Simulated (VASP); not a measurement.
A run of VASP 6.6.1 is set up as follows.

Contents of INCAR:

```
  ALGO = Normal
  EDIFF = 1E-7
  ENCUT = 520
  GGA = PS
  ISIF = 2
  ISMEAR = 0
  ISPIN = 2
  LASPH = T
  LCHARG = T
  LELF = T
  LMAXMIX = 4
  LORBIT = 11
  LREAL = F
  LVHAR = T
  LWAVE = F
  MAGMOM = 1.04 0
  NBANDS = 18
  NELM = 150
  NUPDOWN = 1.0
  PREC = Accurate
  SIGMA = 0.1
```

File KPOINTS:

```
k-points
0
Gamma
  18 18 18
```

POSCAR

```
CoO
1.0
    1.5054695445      0.8691832468      2.4399269062
   -1.5054695445      0.8691832468      2.4399269062
    0.0000000000     -1.7383664936      2.4399269062
Co O
1 1
Direct
    0.0000000000      0.0000000000      0.0000000000
    0.5000000000      0.5000000000      0.5000000000
```

Potentials or basis: VASP PAW PBE potentials, release 64 (Co, O).

Run with:

```console
$ cat potpaw_PBE.64/Co/POTCAR potpaw_PBE.64/O/POTCAR > POTCAR
$ mpirun -np 1 vasp_std > vasp.out
```

**Question.** What does it give for the pressure?

**Answer.** -24.6 GPa.

Stress tensor (GPa, compression positive):
```
-24.72   0.00   0.00
  0.00 -24.72   0.00
  0.00   0.00 -24.32
```

Caveat: the cell stands under tension; the PAW data sets were made with another functional, which shifts forces and pressure a little; the total moment is fixed, so each spin has its own Fermi level and the state may be an excited one; a cell with one magnetic atom can't hold antiferromagnetic order, which such compounds often take.
